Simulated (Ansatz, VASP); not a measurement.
**CO2: VASP beside Ansatz**

```
C O
1.0
     5.71322    0.00000    0.00000
     0.00000    5.71322    0.00000
     0.00000    0.00000    5.71322
C O
4 8
Direct
  0.00000 0.00000 0.00000
  0.50000 0.00000 0.50000
  0.50000 0.50000 0.00000
  0.00000 0.50000 0.50000
  0.11812 0.11812 0.11812
  0.38188 0.88188 0.61812
  0.61812 0.38188 0.88188
  0.88188 0.61812 0.38188
  0.88188 0.88188 0.88188
  0.61812 0.11812 0.38188
  0.38188 0.61812 0.11812
  0.11812 0.38188 0.61812
```

Alike in both runs: task relaxation of cell and atoms; functional PBE; dispersion D3(BJ); k mesh 4 × 4 × 4; no spin polarisation.

```csv
,VASP,Ansatz
version,VASP 6.6.1,Ansatz 0.2.0
potentials or method,"VASP PAW PBE potentials, release 64 (C, O), cutoff 600 eV","scalar-relativistic, plane waves, PAW"
occupations,"gaussian, width 0.01 eV",fixed
valence electrons in the cell,64,64
```

```csv
,VASP,Ansatz,Ansatz less VASP
"gap on the k mesh at the Fermi level, each at its own relaxed structure (eV)",6.72,6.74,+0.022
relaxed volume (Å³/atom),14.75,15.60,+0.849
relaxed cell length with the largest relative difference (Å),5.615,5.720,+0.1057
```

One of these differences is far larger than is usual between the two programs; its cause wasn't traced.

Noted on VASP's run: the standard files for N, O and F lose accuracy on very short bonds.
